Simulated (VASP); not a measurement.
# InAs: single point with PBE

Crystal: InAs.

```
CELL_PARAMETERS angstrom
0.00000 2.73152 2.80340
2.73152 0.00000 2.80340
2.73152 2.73152 0.00000
ATOMIC_POSITIONS crystal
In 0.50000 0.50000 0.50000
As 0.00000 0.00000 0.00000
```

This cell differs from its parent crystal: strain -0.050 along x and y, -0.025 along z.

```json
{"Program": "VASP 6.6.1", "Task": "single point", "Functional": "PBE", "Potentials or basis": "VASP PAW PBE potentials, release 64 (In_d, As)", "Cutoff": "520 eV", "k mesh": "18 × 18 × 18", "Occupations": "gaussian, width 0.15 eV", "Spin": "no spin polarisation", "Dipole correction": "no", "Further INCAR settings": "ALGO = Normal; EDIFF = 1e-06; NBANDS = 16"}
```

* Pressure: 10.9 GPa
* Band gap on the k mesh: zero (band 9 reaches 7.94 eV, above the bottom of band 10 at 4.88 eV)

Stress tensor (GPa, compression positive):
```
12.43  0.00  0.00
 0.00 12.43  0.00
 0.00  0.00  7.99
```

Levels at points of the mesh, in eV from the Fermi level:
```csv
k point,band 6,band 7,band 8,band 9,band 10,band 11,band 12,band 13
"(0.00, 0.00, 0.00)",-13.06,-0.38,-0.38,-0.11,0.32,7.17,7.35,7.35
"(0.50, 0.00, 0.00)",-10.97,-7.24,0.14,0.30,2.20,3.21,3.42,5.29
"(0.50, 0.50, 0.00)",-9.86,-5.53,-2.64,-2.59,-2.59,3.74,10.36,10.36
"(0.50, 0.00, 0.50)",-9.60,-5.53,-2.91,-2.88,-2.56,3.60,9.79,10.68
```

Run time: 2.4 min on 1 thread of Intel(R) Xeon(R) 6975P-C (Granite Rapids), on a shared host, peak memory 0.44 GiB.

Caveat: the cell differs from its parent crystal (strain -0.050 along x and y, -0.025 along z); spin-orbit coupling is left out, which moves the levels of the heavy elements.
